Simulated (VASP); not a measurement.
Pb, 1 atom in the cell. The structure is cubic, space group Fm-3m (No. 225). The conventional cell has a = 5.094 Å, b = 5.094 Å, c = 5.094 Å, α = 90.00°, β = 90.00°, γ = 90.00°. Within 4.7 Å of Pb (site symmetry m-3m) lie 12 Pb at 3.60 Å.  This cell differs from its parent crystal: volume scaled by 1.06.

```yaml
Program: VASP 6.6.1
Task: single point
Functional: r2SCAN
Potentials_or_basis: VASP PAW PBE potentials, release 64 (Pb_d)
Cutoff: 520 eV
k_mesh: 14 × 14 × 14
Occupations: gaussian, width 0.1 eV
Spin: no spin polarisation
Dipole_correction: no
Further_INCAR_settings: ALGO = Normal; EDIFF = 1e-07; NBANDS = 13
```

Potentials or basis: VASP PAW PBE potentials, release 64 (Pb_d).

Command:

```bash
$ cat potpaw_PBE.64/Pb_d/POTCAR > POTCAR
$ cp INCAR.step1 INCAR
$ mpirun -np 1 vasp_std > vasp.out
$ cp INCAR.step2 INCAR
$ mpirun -np 1 vasp_std > vasp.out
```

Hardware: 1 thread of Intel(R) Xeon(R) Platinum 8488C (Sapphire Rapids) (shared host).

Estimate the wall time of this run.

Wall time 2.2 min on 1 thread of Intel(R) Xeon(R) Platinum 8488C (Sapphire Rapids), with other jobs on the host, peak memory 0.19 GiB. Counts: k points 104.
